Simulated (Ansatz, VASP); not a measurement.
KBr in VASP and in Ansatz

```xyz
2
Lattice="0.0000 3.2945 3.2945 3.2945 0.0000 3.2945 3.2945 3.2945 0.0000" Properties=species:S:1:pos:R:3 pbc="T T T"
K     0.0000    0.0000    0.0000
Br    3.2945    3.2945    3.2945
```

Alike in both runs: task relaxation of cell and atoms; functional PBEsol; k mesh 6 × 6 × 6; occupations gaussian, width 0.02 eV; no spin polarisation.

|  | VASP | Ansatz |
| --- | --- | --- |
| version | VASP 6.6.1 | Ansatz 0.2.0 |
| potentials or method | VASP PAW PBE potentials, release 64 (K_sv, Br), cutoff 600 eV | scalar-relativistic, plane waves, PAW |
| valence electrons in the cell | 16 | 16 |

Ansatz gave:

```
gap on the k mesh at the Fermi level, each at its own relaxed structure (eV) : 4.34
relaxed volume (Å³/atom)                                                     : 35.12
relaxed cell length with the largest relative difference (Å)                 : 4.631
```

Problem. Estimate VASP's values.

Solution. gap on the k mesh at the Fermi level, each at its own relaxed structure (eV): 4.32; relaxed volume (Å³/atom): 35.28; relaxed cell length with the largest relative difference (Å): 4.638.

VASP's potentials were made for PBE, not for PBEsol.
